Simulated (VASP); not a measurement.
A run of VASP 6.6.1 is set up as follows.

The input INCAR:

```
PREC = Accurate
ENCUT = 520
EDIFF = 1E-6
ISMEAR = 0
SIGMA = 0.1
LREAL = F
LASPH = T
NELM = 60
ALGO = Normal
ISIF = 2
LWAVE = F
LCHARG = F
GGA = PE
NBANDS = 32
```

Contents of KPOINTS:

```
Automatic mesh
0
Gamma
  12 12 4
```

File POSCAR:

```
HfNbTe4
1.0
    3.8222310476      0.0000000000      0.0000000000
   -1.9111155238      3.3101491864      0.0000000000
    0.0000000000      0.0000000000     14.3160767814
Hf Nb Te
1 1 4
Direct
    0.0000000000      0.0000000000      0.5000000000
    0.0000000000      0.0000000000      0.0000000000
    0.6666666667      0.3333333333      0.6286624474
    0.6666666667      0.3333333333      0.1245415323
    0.3333333333      0.6666666667      0.8754584677
    0.3333333333      0.6666666667      0.3713375526
```

Potentials or basis: VASP PAW PBE potentials, release 64 (Hf_pv, Nb_sv, Te).

Command:

```console
$ cat potpaw_PBE.64/Hf_pv/POTCAR potpaw_PBE.64/Nb_sv/POTCAR potpaw_PBE.64/Te/POTCAR > POTCAR
$ mpirun -np 1 vasp_std > vasp.out
```

Question: What does it give for the pressure?

Answer: -0.1 GPa.

Question: What does it give for the largest force?

Answer: 0.022 eV/Å.

Forces on the atoms (eV/Å):
```
Hf   0.000  0.000  0.000
Nb   0.000  0.000  0.000
Te   0.000  0.000 -0.022
Te   0.000  0.000 -0.008
Te   0.000  0.000  0.008
Te   0.000  0.000  0.022
```

Caveat: this functional lacks dispersion, which binds the layers, so the pressure and a relaxed spacing across them are unreliable.
